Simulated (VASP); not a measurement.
Write the native input for VASP 6.6.1 that does the following.

```yaml
Task: single point
Functional: PBE
Potentials_or_basis: VASP PAW PBE potentials, release 64 (Sr_sv, Ti_sv, O)
Cutoff: 600 eV
k_mesh: 8 × 8 × 8
Occupations: fermi-dirac, width 0.02 eV
Spin: no spin polarisation
Dipole_correction: no
Further_INCAR_settings: ALGO = Normal; EDIFF = 1e-06; NBANDS = 28
```

The structure of SrTiO3 lies in POSCAR:

```
SrTiO3
1.0
    3.9815880716      0.0000000000      0.0000000000
    0.0000000000      3.9815880716      0.0000000000
    0.0000000000      0.0000000000      3.9815880716
Sr Ti O
1 1 3
Direct
    0.0000000000      0.0000000000      0.0000000000
    0.5000000000      0.5000000000      0.5000000000
    0.0000000000      0.5000000000      0.5000000000
    0.5000000000      0.0000000000      0.5000000000
    0.5000000000      0.5000000000      0.0000000000
```

This cell differs from its parent crystal: volume scaled by 1.06, then relaxed in part.

These files were run (other wordings do the same):

INCAR

```
PREC = Accurate
ENCUT = 600
EDIFF = 1E-6
ISMEAR = -1
SIGMA = 0.02
LREAL = F
LASPH = T
NELM = 120
ALGO = Normal
ISIF = 2
LWAVE = F
LCHARG = F
GGA = PE
NBANDS = 28
GGA_COMPAT = F
```

KPOINTS

```
Automatic mesh
0
Gamma
  8 8 8
```

Potentials or basis: VASP PAW PBE potentials, release 64 (Sr_sv, Ti_sv, O).

The run is started by

```sh
$ cat potpaw_PBE.64/Sr_sv/POTCAR potpaw_PBE.64/Ti_sv/POTCAR potpaw_PBE.64/O/POTCAR > POTCAR
$ mpirun -np 1 vasp_std > vasp.out
```

It gave:

```
Pressure               : -5.0 GPa
Band gap on the k mesh : 1.75 eV, indirect (least direct gap 2.13 eV)
```

It took 38 s on 1 thread of AMD EPYC 9R45 96-Core Processor (Zen 5), on a shared host, peak memory 0.2 GiB.
